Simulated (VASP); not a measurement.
## Ga2O3: single point with PBEsol

Crystal: Ga2O3.

```
CELL_PARAMETERS angstrom
2.50021 1.44350 4.48320
-2.50021 1.44350 4.48320
0.00000 -2.88699 4.48320
ATOMIC_POSITIONS crystal
Ga 0.35571 0.35571 0.35571
Ga 0.14429 0.14429 0.14429
Ga 0.64429 0.64429 0.64429
Ga 0.85571 0.85571 0.85571
O 0.55277 0.94723 0.25000
O 0.25000 0.55277 0.94723
O 0.94723 0.25000 0.55277
O 0.44723 0.05277 0.75000
O 0.75000 0.44723 0.05277
O 0.05277 0.75000 0.44723
```

```json
{
 "Program": "VASP 6.6.1",
 "Task": "single point",
 "Functional": "PBEsol",
 "Potentials or basis": "VASP PAW PBE potentials, release 64 (Ga_d, O)",
 "Cutoff": "520 eV",
 "k mesh": "6 × 6 × 6",
 "Occupations": "gaussian, width 0.02 eV",
 "Spin": "no spin polarisation",
 "Dipole correction": "no",
 "Further INCAR settings": "ALGO = Normal; EDIFF = 1e-06; NBANDS = 55"
}
```

| Property | Result |
| --- | --- |
| Pressure | 0.7 GPa |
| Largest force | 0.029 eV/Å |
| Band gap on the k mesh | 2.70 eV, indirect (least direct gap 2.96 eV) |

Forces on the atoms (eV/Å):
```
Ga   0.000  0.000  0.029
Ga   0.000  0.000 -0.029
Ga   0.000  0.000 -0.029
Ga   0.000  0.000  0.029
O    0.013  0.000  0.000
O   -0.007  0.011  0.000
O   -0.007 -0.011  0.000
O   -0.013  0.000  0.000
O    0.007 -0.011  0.000
O    0.007  0.011  0.000
```

Levels at points of the mesh, in eV from the valence-band top:
| k point | band 40 | band 41 | band 42 | band 43 | band 44 | band 45 | band 46 | band 47 | band 48 | band 49 |
| --- | --- | --- | --- | --- | --- | --- | --- | --- | --- | --- |
| (0.00, 0.00, 0.00) | -0.34 | -0.32 | -0.32 | -0.26 | -0.26 | 2.70 | 6.57 | 6.66 | 8.76 | 10.02 |
| (0.50, 0.00, 0.00) | -1.21 | -1.00 | -1.00 | -0.15 | -0.15 | 6.30 | 6.30 | 6.61 | 6.61 | 9.73 |
| (0.50, 0.50, 0.00) | -1.04 | -0.87 | -0.70 | -0.25 | -0.15 | 6.45 | 6.66 | 7.46 | 7.62 | 8.59 |
| (0.50, 0.50, 0.50) | -1.50 | -0.30 | -0.30 | -0.30 | -0.30 | 5.76 | 5.76 | 7.74 | 7.74 | 9.30 |

Wall time 5.2 min on 1 thread of Intel Xeon 6975P-C (shared host), peak memory 0.31 GiB.

Caveat: the PAW data sets were made with another functional, which shifts forces and pressure a little. A k mesh can miss the band edges.
